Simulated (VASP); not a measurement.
# TaN (Cm) in VASP: a series of runs

The runs below take TaN through single point, with PBE.

Program: VASP 6.6.1. These are calculated values, not measurements. Logs are shortened: lines on timing, memory, paths and dates and some standing lists are left out, and cuts for length are marked.

## 1. The cell of the first run

It takes space group Cm (No. 8, monoclinic). The conventional cell has a = 5.089 Å, b = 2.938 Å, c = 2.883 Å, α = 90.00°, β = 90.00°, γ = 90.00°. Within 2.2 Å of Ta (site symmetry m) lie 1 N at 1.69 Å. N (site symmetry m) has 1 Ta at 1.69 Å within 2.2 Å.

## 2. Single point, PBE (shortest bond scaled by 0.76)

Contents of INCAR:

```
PREC = Accurate
ENCUT = 520
EDIFF = 1E-6
ISMEAR = -1
SIGMA = 0.03
LREAL = F
LASPH = T
NELM = 100
ALGO = Normal
ISIF = 2
LWAVE = F
LCHARG = F
GGA = PE
NBANDS = 15
```

Contents of KPOINTS:

```
Automatic mesh
0
Gamma
  9 9 8
```

Contents of POSCAR:

```
TaN
1.0
    2.9380000000      0.0000000000      0.0000000000
   -1.4690000000      2.5443826363      0.0000000000
    0.0000000000      0.0000000000      2.8830000000
Ta N
1 1
Direct
    0.2933333333      0.5866666667      0.4400000000
    0.0400000000      0.0800000000      0.0600000000
```

Potentials or basis: VASP PAW PBE potentials, release 64 (Ta_pv, N).

Run with:

```
cat potpaw_PBE.64/Ta_pv/POTCAR potpaw_PBE.64/N/POTCAR > POTCAR
mpirun -np 1 vasp_std > vasp.out
```

OUTCAR:

```text
PREC = Accurate
   ENCUT = 520
   EDIFF = 1E-6
   ISMEAR = -1
   LREAL = F
   LASPH = T
   NELM = 100
   ISIF = 2
   GGA = PE

 ion  position               nearest neighbor table
   1  0.293  0.587  0.440-   2 1.69   2 2.20   2 2.22   2 2.22   2 2.63   2 2.63
   2  0.040  0.080  0.060-   1 1.69   1 2.20   1 2.22   1 2.22   1 2.63   1 2.63

  LATTYP: Found a hexagonal cell.
 ALAT       =     2.9380000000
 C/A-ratio  =     0.9812797822

  Lattice vectors:

 A1 = (   2.9380000000,   0.0000000000,   0.0000000000)
 A2 = (  -1.4690000000,   2.5443826363,   0.0000000000)
 A3 = (   0.0000000000,   0.0000000000,   2.8830000000)

Analysis of symmetry for initial positions (statically):
=====================================================================
 Subroutine PRICEL returns:
 Original cell was already a primitive cell.

 Routine SETGRP: Setting up the symmetry group for a
 hexagonal supercell.

 Subroutine GETGRP returns: Found  2 space group operations
 (whereof  2 operations were pure point group operations)
 out of a pool of 24 trial point group operations.

The static configuration has the point symmetry C_1h.

Analysis of symmetry for dynamics (positions and initial velocities):
=====================================================================
 Subroutine PRICEL returns:
 Original cell was already a primitive cell.

 Routine SETGRP: Setting up the symmetry group for a
 hexagonal supercell.

 Subroutine GETGRP returns: Found  2 space group operations
 (whereof  2 operations were pure point group operations)
 out of a pool of 24 trial point group operations.

The dynamic configuration has the point symmetry C_1h.

 Subroutine INISYM returns: Found  2 space group operations
 (whereof  2 operations are pure point group operations),
 and found     1 'primitive' translations

----------------------------------------------------------------------------------------

                                     Primitive cell

  volume of cell :      21.5516

  direct lattice vectors                    reciprocal lattice vectors
     2.938000000  0.000000000  0.000000000     0.340367597  0.196511324  0.000000000
    -1.469000000  2.544382636  0.000000000     0.000000000  0.393022648  0.000000000
     0.000000000  0.000000000  2.883000000     0.000000000  0.000000000  0.346860909

  length of vectors
     2.938000000  2.938000000  2.883000000     0.393022648  0.393022648  0.346860909

  position of ions in fractional coordinates (direct lattice)
     0.293333333  0.586666667  0.440000000
     0.040000000  0.080000000  0.060000000

  ion indices of the primitive-cell ions
   primitive index   ion index
                 1           1
                 2           2

----------------------------------------------------------------------------------------

 KPOINTS: Automatic mesh

Automatic generation of k-mesh.
 Grid dimensions read from file:
 generate k-points for:    9    9    8

 Generating k-lattice:

  Cartesian coordinates                     Fractional coordinates (reciprocal lattice)
     0.037818622  0.021834592  0.000000000     0.111111111  0.000000000  0.000000000
     0.000000000  0.043669183  0.000000000     0.000000000  0.111111111  0.000000000
     0.000000000  0.000000000  0.043357614     0.000000000  0.000000000  0.125000000

  Length of vectors
     0.043669183  0.043669183  0.043357614

  Shift w.r.t. Gamma in fractional coordinates (k-lattice)
     0.000000000  0.000000000  0.000000000

 Subroutine IBZKPT returns following result:
 ===========================================

 Found    185 irreducible k-points:

 Following reciprocal coordinates:
            Coordinates               Weight
  0.000000  0.000000  0.000000      1.000000
  0.111111 -0.000000  0.000000      4.000000
  0.000000  0.111111  0.000000      2.000000
  0.222222 -0.000000  0.000000      4.000000
  0.000000  0.222222  0.000000      2.000000
  0.333333 -0.000000  0.000000      4.000000
[... 16 lines left out ...]
 -0.222222 -0.444444  0.000000      4.000000
  0.444444  0.333333  0.000000      4.000000
 [... further k-points ...]
   k-points           NKPTS =    185   k-points in BZ     NKDIM =    185   number of bands    NBANDS=     15
   number of dos      NEDOS =    301   number of ions     NIONS =      2
   total plane-waves  NPLWV =  13824
   dimension x,y,z NGX =    24 NGY =   24 NGZ =   24
   dimension x,y,z NGXF=    48 NGYF=   48 NGZF=   48
   ions per type =               1   1
   NGX,Y,Z   is equivalent  to a cutoff of  13.58, 13.58, 13.84 a.u.
   NGXF,Y,Z  is equivalent  to a cutoff of  27.16, 27.16, 27.68 a.u.
 SYSTEM =  unknown system
   PREC   = accura    normal or accurate (medium, high low for compatibility)
   ISTART =      0    job   : 0-new  1-cont  2-samecut
   ICHARG =      2    charge: 1-file 2-atom 10-const
   ISPIN  =      1    spin polarized calculation?
   LNONCOLLINEAR =      F non collinear calculations
   LSORBIT =      F    spin-orbit coupling
   LASPH  =      T    aspherical Exc in radial PAW
   ENCUT  =  520.0 eV  38.22 Ry    6.18 a.u.   5.46  5.46  5.36*2*pi/ulx,y,z
   NELM   =    100;   NELMIN=  2; NELMDL= -5     # of ELM steps
   EDIFF  = 0.1E-05   stopping-criterion for ELM
   LREAL  =      F    real-space projection
   EDIFFG = 0.1E-04   stopping-criterion for IOM
   NSW    =      0    number of steps for IOM
   IBRION =     -1    ionic relax: 0-MD 1-quasi-New 2-CG
   NFREE  =      0    steps in history (QN), initial steepest desc. (CG)
   ISIF   =      2    stress and relaxation
   ISYM   =      2    0-nonsym 1-usesym 2-fastsym
   POTIM  = 0.5000    time-step for ionic-motion
   TEBEG  =    0.0;   TEEND  =   0.0 temperature during run
   PSTRESS=    0.0 pullay stress
   NELECT =      16.0000    total number of electrons
   NUPDOWN=      -1.0000    fix difference up-down
   EMIN   =  10.00;   EMAX   =-10.00  energy-range for DOS
   EFERMI =   0.00;   METHOD = LEGACY
   ISMEAR =    -1;   SIGMA  =   0.03  broadening in eV -4-tet -1-fermi 0-gaus
   EFERMI_NEDOS =   21; number of points for ismear=-14 and -15
   IALGO  =     38    algorithm
   IMIX   =      4    mixing-type and parameters
     AMIX     =   0.40;   BMIX     =  1.00
     AMIX_MAG =   1.60;   BMIX_MAG =  1.00
  volume/ion in A,a.u.               =      10.78        72.72
  Fermi-wavevector in a.u.,A,eV,Ry     =   1.482365  2.801264 29.897531  2.197407
  Thomas-Fermi vector in A             =   2.596160
   LORBIT       =      0    0 simple, 1 ext, 2 COOP (PROOUT), +10 PAW based schemes
   GGA     = PE    functional components
   LHFCALC =     F    Hartree Fock is set to
   AEXX    =    0.0000 exact exchange contribution
   IVDW    =     0    specifies the selected vdW correction
   LEPSILON=     F    determine dielectric tensor
   LRPA    =     F    only Hartree local field effects (RPA)
 non-spin polarized calculation
  energy-cutoff  :      520.00
  volume of cell :       21.55
 maximum number of plane-waves:       599
 NGX is ok and might be reduce to    24
   NGX = 11   NGY = 11   NGZ = 11

 number of electron      16.0000001 magnetization

 Free energy of the ion-electron system (eV)
  ---------------------------------------------------
  ext. energy  EPLUGINS =         0.00000000
  ---------------------------------------------------
  free energy    TOTEN  =       -19.60784129 eV

  energy without entropy =      -19.60668204  energy(sigma->0) =      -19.60726166

 E-fermi :   8.2929     XC(G=0): -13.2119

 val. band max:        8.2817389432   @ k =   0.4444   0.1111   0.5000
 cond. band min:       8.3059998028   @ k =   0.4444   0.1111   0.3750
 fundamental gap:      0.0242608596
 Fermi energy:         8.2929378931

 k-point     1 :       0.0000    0.0000    0.0000
  band No.  band energies     occupation
      1     -26.7903      2.00000
      2     -26.1589      2.00000
      3     -26.0058      2.00000
      4      -9.4207      2.00000
      5       1.2407      2.00000
      6       2.5969      2.00000
      7       3.2394      2.00000
      8       8.1205      1.99363
      9       8.4436      0.01308
     10      11.7894      0.00000
     11      12.5020      0.00000
     12      13.8242      0.00000
     13      14.9311      0.00000
     14      19.5643      0.00000
     15      22.0663      0.00000

 k-point     2 :       0.1111   -0.0000    0.0000
  band No.  band energies     occupation
      1     -26.8094      2.00000
      2     -26.2010      2.00000
      3     -26.0932      2.00000
      4      -9.1916      2.00000
      5       1.2621      2.00000
      6       2.2744      2.00000
      7       3.3274      2.00000
      8       7.9633      1.99997
      9       8.8066      0.00000
     10      11.7833      0.00000
     11      12.2992      0.00000
     12      13.8565      0.00000
     13      15.1966      0.00000
     14      20.1987      0.00000
     15      22.0675      0.00000

 k-point     3 :       0.0000    0.1111    0.0000
  band No.  band energies     occupation
      1     -26.8477      2.00000
      2     -26.2318      2.00000
      3     -26.0372      2.00000
      4      -9.1251      2.00000
      5       1.1015      2.00000
      6       2.8407      2.00000
      7       3.0991      2.00000
      8       7.1587      2.00000
      9       8.9644      0.00000
     10      11.8329      0.00000
     11      12.1419      0.00000
     12      14.0172      0.00000
     13      15.6536      0.00000
     14      20.4633      0.00000
     15      22.0672      0.00000

 k-point     4 :       0.2222   -0.0000    0.0000
  band No.  band energies     occupation
      1     -26.9065      2.00000
      2     -26.3862      2.00000
      3     -26.1730      2.00000
      4      -8.6215      2.00000
      5       0.9050      2.00000
      6       1.9918      2.00000
      7       3.5161      2.00000
      8       7.8338      2.00000
      9       9.3546      0.00000
     10      11.4490      0.00000
     11      12.4114      0.00000
     12      14.1305      0.00000
     13      15.7436      0.00000
     14      20.4371      0.00000
     15      22.0649      0.00000
[... 307 lines left out ...]
 k-point    22 :       0.3333    0.2222    0.0000
  band No.  band energies     occupation
      1     -27.3406      2.00000
      2     -26.6492      2.00000
      3     -26.2671      2.00000
      4      -7.1113      2.00000
      5       0.3325      2.00000
      6       1.8142      2.00000
      7       2.9775      2.00000
      8       8.0293      1.99970
      9       9.2158      0.00000
     10      10.9599      0.00000
     11      12.2050      0.00000
     12      15.9832      0.00000
     13      18.2372      0.00000
     14      21.5005      0.00000
     15      22.0687      0.00000

 k-point    23 :      -0.2222   -0.4444    0.0000
  band No.  band energies     occupation
      1     -27.4798      2.00000
      2     -26.5172      2.00000
      3     -26.2892      2.00000
      4      -6.8576      2.00000
      5      -0.0841      2.00000
      6       2.4986      2.00000
      7       2.7973      2.00000
      8       6.9766      2.00000
      9       9.4403      0.00000
     10      11.1093      0.00000
     11      12.1695      0.00000
     12      15.7788      0.00000
     13      18.4319      0.00000
     14      22.0618      0.00000
     15      23.1538      0.00000

 k-point    24 :       0.4444    0.3333    0.0000
  band No.  band energies     occupation
      1     -27.1976      2.00000
      2     -26.7835      2.00000
      3     -26.2582      2.00000
      4      -7.2300      2.00000
      5       0.2705      2.00000
      6       1.7594      2.00000
      7       3.1399      2.00000
      8       8.0444      1.99950
      9       9.6483      0.00000
     10      10.8324      0.00000
     11      12.2797      0.00000
     12      16.3710      0.00000
     13      18.7816      0.00000
     14      18.8504      0.00000
     15      22.0641      0.00000

 [... further k-points ...]
[... 5 lines left out ...]
  --------------------------------------------------------------------------------------
  -------------------------------------------------------------------------------------
  Total        1.7812101     13.7910588     11.8947207      0.0000000      9.9741725      0.0000000
  in kB      132.4179529   1025.2489580    884.2722039      0.0000000    741.4956412      0.0000000
  external PRESSURE =     680.6463716 kB  Pullay stress =       0.0000000 kB

 VOLUME and BASIS-vectors are now :
 -----------------------------------------------------------------------------
  energy-cutoff  :      520.00
  volume of cell :       21.55
      direct lattice vectors                 reciprocal lattice vectors
     2.938000000  0.000000000  0.000000000     0.340367597  0.196511324  0.000000000
    -1.469000000  2.544382636  0.000000000     0.000000000  0.393022648  0.000000000
     0.000000000  0.000000000  2.883000000     0.000000000  0.000000000  0.346860909

 POSITION                                       TOTAL-FORCE (eV/Angst)
 -----------------------------------------------------------------------------------
     -0.00000      1.49270      1.26852         0.000000     10.334202      9.357472
      0.00000      0.20355      0.17298         0.000000    -10.334202     -9.357472
 -----------------------------------------------------------------------------------
    total drift:                                0.000000     -0.000619     -0.000927

  FREE ENERGIE OF THE ION-ELECTRON SYSTEM (eV)
  ---------------------------------------------------
  free  energy   TOTEN  =       -19.6078412895 eV

  energy  without entropy=      -19.6066820392  energy(sigma->0) =      -19.60726166
```

It took 15 s on 1 thread of Intel Xeon 6975P-C (Granite Rapids), shared host; peak memory 0.18 GiB.

Results:

```
Free energy            : -19.6078 eV
Pressure               : 68.1 GPa
Largest force          : 13.941 eV/Å
Band gap on the k mesh : zero (band 8 reaches 8.31 eV, above the bottom of band 9 at 8.07 eV)
```

Forces in eV/Å, atoms in the order of the input:
```
Ta    0.000  10.334   9.357
N     0.000 -10.334  -9.357
```

Stress tensor (GPa, compression positive):
```
 13.24   0.00   0.00
  0.00 102.52  74.15
  0.00  74.15  88.43
```

Caveat: the cell differs from its parent crystal (shortest bond scaled by 0.76); spin-orbit coupling is left out, which moves the levels of the heavy elements; forces of over 1 eV/Å act on the atoms, so gaps and moduli don't describe the material at rest.

## 3. Single point, PBE (shortest bond scaled by 0.76)

Contents of INCAR:

```
SYSTEM = TaN
PREC = Accurate
ENCUT = 520
EDIFF = 1E-6
ISMEAR = -1
SIGMA = 0.03
LREAL = .False.
LASPH = .True.
NELM = 100
ALGO = Normal
ISIF = 2
LWAVE = .False.
LCHARG = .False.
GGA = PE
NBANDS = 15
```

Contents of KPOINTS:

```
regular mesh
0
Gamma
  9 9 8
  0 0 0
```

POSCAR is that of step 2.

Potentials or basis: VASP PAW PBE potentials, release 64 (Ta_pv, N).

Run with:

```
cat potpaw_PBE.64/Ta_pv/POTCAR potpaw_PBE.64/N/POTCAR > POTCAR
mpirun -np 1 vasp_std > vasp.out
```

It took 16 s on 1 thread of Intel Xeon 6975P-C (Granite Rapids), shared host; peak memory 0.18 GiB.

It converged, with:

- Free energy: -19.6078 eV
- Pressure: 68.1 GPa
- Largest force: 13.941 eV/Å
- Band gap on the k mesh: zero (band 8 reaches 8.31 eV, above the bottom of band 9 at 8.07 eV)

Forces in eV/Å, atoms in the order of the input:
```
Ta    0.000  10.334   9.357
N     0.000 -10.334  -9.357
```

Stress tensor (GPa, compression positive):
```
 13.24   0.00   0.00
  0.00 102.52  74.15
  0.00  74.15  88.43
```

Levels at points of the mesh, in eV from the Fermi level:
| k point | band 5 | band 6 | band 7 | band 8 | band 9 | band 10 | band 11 | band 12 |
| --- | --- | --- | --- | --- | --- | --- | --- | --- |
| (0.00, 0.00, 0.00) | -7.05 | -5.70 | -5.05 | -0.17 | 0.15 | 3.50 | 4.21 | 5.53 |
| (0.00, 0.00, 0.50) | -9.20 | -5.95 | -4.22 | -0.63 | 1.10 | 1.89 | 3.63 | 5.66 |

Caveat: the cell differs from its parent crystal (shortest bond scaled by 0.76); spin-orbit coupling is left out, which moves the levels of the heavy elements; forces of over 1 eV/Å act on the atoms, so gaps and moduli don't describe the material at rest.

(Continued in part 2 of 2.)
